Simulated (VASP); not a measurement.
# YSi (Cmcm) in VASP: single point with LDA

Aim: the single point of YSi with LDA.

Program: VASP 6.6.1. These are calculated values, not measurements. Logs are shortened: lines on timing, memory, paths and dates and some standing lists are left out, and cuts for length are marked.

### Step 1. The cell of the first run

Symmetry: Cmcm, No. 63, orthorhombic system. Conventional cell: a = 4.203 Å, b = 10.368 Å, c = 3.780 Å, α = 90.00°, β = 90.00°, γ = 90.00°. Within 3.8 Å of Y (site symmetry m2m) lie 7 Si at 2.90 to 3.08 Å and 8 Y at 3.47 to 3.78 Å. Si (site symmetry m2m) has 2 Si at 2.47 Å and 7 Y at 2.90 to 3.08 Å within 3.3 Å.

### Step 2. Single point, LDA

INCAR reads:

```
SYSTEM = YSi
PREC = Accurate
ENCUT = 520
EDIFF = 1E-6
ISMEAR = 0
SIGMA = 0.1
LREAL = .FALSE.
LASPH = .TRUE.
NELM = 100
ALGO = Normal
ISIF = 2
LWAVE = .FALSE.
LCHARG = .FALSE.
GGA = CA
NBANDS = 23
```

KPOINTS reads:

```
regular mesh
0
G
  10 10 12
  0 0 0
```

POSCAR reads:

```
YSi
1.0
    2.1012579396     -5.1841607133      0.0000000000
    2.1012579396      5.1841607133      0.0000000000
    0.0000000000      0.0000000000      3.7797412341
Y Si
2 2
Direct
    0.1402911573      0.8597088427      0.2500000000
    0.8597088427      0.1402911573      0.7500000000
    0.4236216297      0.5763783703      0.2500000000
    0.5763783703      0.4236216297      0.7500000000
```

Potentials or basis: VASP PAW LDA potentials, release 64 (Y_sv, Si).

The run is started by

```bash
> cat potpaw_LDA.64/Y_sv/POTCAR potpaw_LDA.64/Si/POTCAR > POTCAR
> mpirun -np 1 vasp_std > vasp.out
```

OUTCAR:

```text
SYSTEM = YSi
   PREC = Accurate
   ENCUT = 520
   EDIFF = 1E-6
   ISMEAR = 0
   LREAL = .FALSE.
   LASPH = .TRUE.
   NELM = 100
   ISIF = 2
   GGA = CA

 ion  position               nearest neighbor table
   1  0.140  0.860  0.250-   4 2.90   4 2.90   4 2.90   4 2.90   3 2.94   3 3.08   3 3.08   2 3.47
                             2 3.47   2 3.63   2 3.63   2 3.63   2 3.63
   2  0.860  0.140  0.750-   3 2.90   3 2.90   3 2.90   3 2.90   4 2.94   4 3.08   4 3.08   1 3.47
                             1 3.47   1 3.63   1 3.63   1 3.63   1 3.63
   3  0.424  0.576  0.250-   4 2.47   4 2.47   2 2.90   2 2.90   2 2.90   2 2.90   1 2.94   1 3.08
                             1 3.08
   4  0.576  0.424  0.750-   3 2.47   3 2.47   1 2.90   1 2.90   1 2.90   1 2.90   2 2.94   2 3.08
                             2 3.08

  LATTYP: Found a base centered orthorhombic cell.
 ALAT       =     4.2025158792
 B/A-ratio  =     2.4671700773
 C/A-ratio  =     0.8993996317

  Lattice vectors:

 A1 = (   2.1012579396,  -5.1841607133,   0.0000000000)
 A2 = (   2.1012579396,   5.1841607133,   0.0000000000)
 A3 = (   0.0000000000,   0.0000000000,   3.7797412341)

Analysis of symmetry for initial positions (statically):
=====================================================================
 Subroutine PRICEL returns:
 Original cell was already a primitive cell.

 Routine SETGRP: Setting up the symmetry group for a
 base centered orthorhombic supercell.

 Subroutine GETGRP returns: Found  8 space group operations
 (whereof  4 operations were pure point group operations)
 out of a pool of  8 trial point group operations.

The static configuration has the point symmetry C_2h.
 The point group associated with its full space group is D_2h.

Analysis of symmetry for dynamics (positions and initial velocities):
=====================================================================
 Subroutine PRICEL returns:
 Original cell was already a primitive cell.

 Routine SETGRP: Setting up the symmetry group for a
 base centered orthorhombic supercell.

 Subroutine GETGRP returns: Found  8 space group operations
 (whereof  4 operations were pure point group operations)
 out of a pool of  8 trial point group operations.

The dynamic configuration has the point symmetry C_2h.
 The point group associated with its full space group is D_2h.

 Subroutine INISYM returns: Found  8 space group operations
 (whereof  4 operations are pure point group operations),
 and found     1 'primitive' translations

----------------------------------------------------------------------------------------

                                     Primitive cell

  volume of cell :      82.3474

  direct lattice vectors                    reciprocal lattice vectors
     2.101257940 -5.184160713  0.000000000     0.237952700 -0.096447627  0.000000000
     2.101257940  5.184160713  0.000000000     0.237952700  0.096447627  0.000000000
     0.000000000  0.000000000  3.779741234     0.000000000  0.000000000  0.264568376

  length of vectors
     5.593818663  5.593818663  3.779741234     0.256755978  0.256755978  0.264568376

  position of ions in fractional coordinates (direct lattice)
     0.140291157  0.859708843  0.250000000
     0.859708843  0.140291157  0.750000000
     0.423621630  0.576378370  0.250000000
     0.576378370  0.423621630  0.750000000

  ion indices of the primitive-cell ions
   primitive index   ion index
                 1           1
                 2           2
                 3           3
                 4           4

----------------------------------------------------------------------------------------

 KPOINTS: regular mesh

Automatic generation of k-mesh.
 Grid dimensions read from file:
 generate k-points for:   10   10   12

 Generating k-lattice:

  Cartesian coordinates                     Fractional coordinates (reciprocal lattice)
     0.023795270 -0.009644763  0.000000000     0.100000000  0.000000000  0.000000000
     0.023795270  0.009644763  0.000000000     0.000000000  0.100000000  0.000000000
     0.000000000  0.000000000  0.022047365     0.000000000  0.000000000  0.083333333

  Length of vectors
     0.025675598  0.025675598  0.022047365

  Shift w.r.t. Gamma in fractional coordinates (k-lattice)
     0.000000000  0.000000000  0.000000000

 Subroutine IBZKPT returns following result:
 ===========================================

 Found    217 irreducible k-points:

 Following reciprocal coordinates:
            Coordinates               Weight
  0.000000  0.000000  0.000000      1.000000
  0.100000  0.000000  0.000000      4.000000
  0.200000  0.000000  0.000000      4.000000
  0.300000  0.000000  0.000000      4.000000
  0.400000  0.000000  0.000000      4.000000
  0.500000  0.000000  0.000000      2.000000
[... 16 lines left out ...]
  0.300000  0.300000  0.000000      2.000000
  0.400000  0.300000  0.000000      4.000000
 [... further k-points ...]
   k-points           NKPTS =    217   k-points in BZ     NKDIM =    217   number of bands    NBANDS=     23
   number of dos      NEDOS =    301   number of ions     NIONS =      4
   total plane-waves  NPLWV =  49392
   dimension x,y,z NGX =    42 NGY =   42 NGZ =   28
   dimension x,y,z NGXF=    84 NGYF=   84 NGZF=   56
   ions per type =               2   2
   NGX,Y,Z   is equivalent  to a cutoff of  12.48, 12.48, 12.32 a.u.
   NGXF,Y,Z  is equivalent  to a cutoff of  24.96, 24.96, 24.63 a.u.
 SYSTEM =  YSi
   PREC   = accura    normal or accurate (medium, high low for compatibility)
   ISTART =      0    job   : 0-new  1-cont  2-samecut
   ICHARG =      2    charge: 1-file 2-atom 10-const
   ISPIN  =      1    spin polarized calculation?
   LNONCOLLINEAR =      F non collinear calculations
   LSORBIT =      F    spin-orbit coupling
   LASPH  =      T    aspherical Exc in radial PAW
   ENCUT  =  520.0 eV  38.22 Ry    6.18 a.u.  10.40 10.40  7.03*2*pi/ulx,y,z
   NELM   =    100;   NELMIN=  2; NELMDL= -5     # of ELM steps
   EDIFF  = 0.1E-05   stopping-criterion for ELM
   LREAL  =      F    real-space projection
   EDIFFG = 0.1E-04   stopping-criterion for IOM
   NSW    =      0    number of steps for IOM
   IBRION =     -1    ionic relax: 0-MD 1-quasi-New 2-CG
   NFREE  =      0    steps in history (QN), initial steepest desc. (CG)
   ISIF   =      2    stress and relaxation
   ISYM   =      2    0-nonsym 1-usesym 2-fastsym
   POTIM  = 0.5000    time-step for ionic-motion
   TEBEG  =    0.0;   TEEND  =   0.0 temperature during run
   PSTRESS=    0.0 pullay stress
   NELECT =      30.0000    total number of electrons
   NUPDOWN=      -1.0000    fix difference up-down
   EMIN   =  10.00;   EMAX   =-10.00  energy-range for DOS
   EFERMI =   0.00;   METHOD = LEGACY
   ISMEAR =     0;   SIGMA  =   0.10  broadening in eV -4-tet -1-fermi 0-gaus
   EFERMI_NEDOS =   21; number of points for ismear=-14 and -15
   IALGO  =     38    algorithm
   IMIX   =      4    mixing-type and parameters
     AMIX     =   0.40;   BMIX     =  1.00
     AMIX_MAG =   1.60;   BMIX_MAG =  1.00
  volume/ion in A,a.u.               =      20.59       138.93
  Fermi-wavevector in a.u.,A,eV,Ry     =   1.169226  2.209518 18.600394  1.367090
  Thomas-Fermi vector in A             =   2.305702
   LORBIT       =      0    0 simple, 1 ext, 2 COOP (PROOUT), +10 PAW based schemes
   GGA     = CA    functional components
   LHFCALC =     F    Hartree Fock is set to
   AEXX    =    0.0000 exact exchange contribution
   IVDW    =     0    specifies the selected vdW correction
   LEPSILON=     F    determine dielectric tensor
   LRPA    =     F    only Hartree local field effects (RPA)
 non-spin polarized calculation
 Gauss-broadening in eV      SIGMA  =   0.10
  energy-cutoff  :      520.00
  volume of cell :       82.35
 maximum number of plane-waves:      2244
 NGX is ok and might be reduce to    42
   NGX = 21   NGY = 21   NGZ = 15

 number of electron      30.0000001 magnetization

 Free energy of the ion-electron system (eV)
  ---------------------------------------------------
  ext. energy  EPLUGINS =         0.00000000
  ---------------------------------------------------
  free energy    TOTEN  =       -29.56654164 eV

  energy without entropy =      -29.55464377  energy(sigma->0) =      -29.56059270

 E-fermi :   5.7310     XC(G=0): -10.7341

 val. band max:        5.7301491781   @ k =  -0.3000   0.2000   0.0000
 cond. band min:       5.7312408556   @ k =   0.3000   0.1000   0.1667
 fundamental gap:      0.0010916775
 Fermi energy:         5.7310223821

 k-point     1 :       0.0000    0.0000    0.0000
  band No.  band energies     occupation
      1     -36.0566      2.00000
      2     -35.9786      2.00000
      3     -16.5040      2.00000
      4     -16.2793      2.00000
      5     -16.2070      2.00000
      6     -16.1904      2.00000
[... 15 lines left out ...]
     22       9.3164      0.00000
     23       9.5628      0.00000

 k-point     2 :       0.1000    0.0000    0.0000
  band No.  band energies     occupation
      1     -36.0548      2.00000
      2     -35.9797      2.00000
      3     -16.4994      2.00000
      4     -16.2932      2.00000
      5     -16.2020      2.00000
      6     -16.1999      2.00000
[... 15 lines left out ...]
     22       9.6483      0.00000
     23       9.6930      0.00000

 k-point     3 :       0.2000    0.0000    0.0000
  band No.  band energies     occupation
      1     -36.0497      2.00000
      2     -35.9831      2.00000
      3     -16.4896      2.00000
      4     -16.3309      2.00000
      5     -16.2182      2.00000
      6     -16.1881      2.00000
[... 15 lines left out ...]
     22       9.9291      0.00000
     23      10.6897      0.00000
[... 495 lines left out ...]
 k-point    23 :       0.3000    0.3000    0.0000
  band No.  band energies     occupation
      1     -36.0262      2.00000
      2     -36.0026      2.00000
      3     -16.5185      2.00000
      4     -16.3333      2.00000
      5     -16.2620      2.00000
      6     -16.1238      2.00000
[... 15 lines left out ...]
     22      10.0796      0.00000
     23      10.6806      0.00000

 k-point    24 :       0.4000    0.3000    0.0000
  band No.  band energies     occupation
      1     -36.0230      2.00000
      2     -36.0076      2.00000
      3     -16.4908      2.00000
      4     -16.3114      2.00000
      5     -16.2457      2.00000
      6     -16.1149      2.00000
[... 15 lines left out ...]
     22       9.8388      0.00000
     23      10.2344      0.00000

 [... further k-points ...]
[... 5 lines left out ...]
  --------------------------------------------------------------------------------------
  -------------------------------------------------------------------------------------
  Total        0.0220338      0.0105034      0.0135194      0.0000000      0.0000000      0.0000000
  in kB        0.4286972      0.2043578      0.2630376      0.0000000      0.0000000      0.0000000
  external PRESSURE =       0.2986975 kB  Pullay stress =       0.0000000 kB

 VOLUME and BASIS-vectors are now :
 -----------------------------------------------------------------------------
  energy-cutoff  :      520.00
  volume of cell :       82.35
      direct lattice vectors                 reciprocal lattice vectors
     2.101257940 -5.184160713  0.000000000     0.237952700 -0.096447627  0.000000000
     2.101257940  5.184160713  0.000000000     0.237952700  0.096447627  0.000000000
     0.000000000  0.000000000  3.779741234     0.000000000  0.000000000  0.264568376

 POSITION                                       TOTAL-FORCE (eV/Angst)
 -----------------------------------------------------------------------------------
      2.10126      3.72958      0.94494         0.000000     -0.001160      0.000000
      2.10126     -3.72958      2.83481         0.000000      0.001160     -0.000000
      2.10126      0.79192      0.94494         0.000000     -0.005230      0.000000
      2.10126     -0.79192      2.83481         0.000000      0.005230      0.000000
 -----------------------------------------------------------------------------------
    total drift:                                0.000000      0.000000     -0.000000

  FREE ENERGIE OF THE ION-ELECTRON SYSTEM (eV)
  ---------------------------------------------------
  free  energy   TOTEN  =       -29.5665416399 eV

  energy  without entropy=      -29.5546437697  energy(sigma->0) =      -29.56059270
```

Run time: 7.2 min. Hardware: 1 thread of Intel Xeon Platinum 8175M at 2.50GHz (Skylake/Cascade Lake), shared host; peak memory 0.48 GiB.

Results:

```yaml
Free_energy: -29.5665 eV
Pressure: 0.0 GPa
Largest_force: 0.005 eV/Å
Band_gap_on_the_k_mesh: zero (bands 15 and 16 overlap by 1.65 eV)
```

Forces on the atoms (eV/Å):
```
Y    0.000 -0.001  0.000
Y    0.000  0.001  0.000
Si   0.000 -0.005  0.000
Si   0.000  0.005  0.000
```
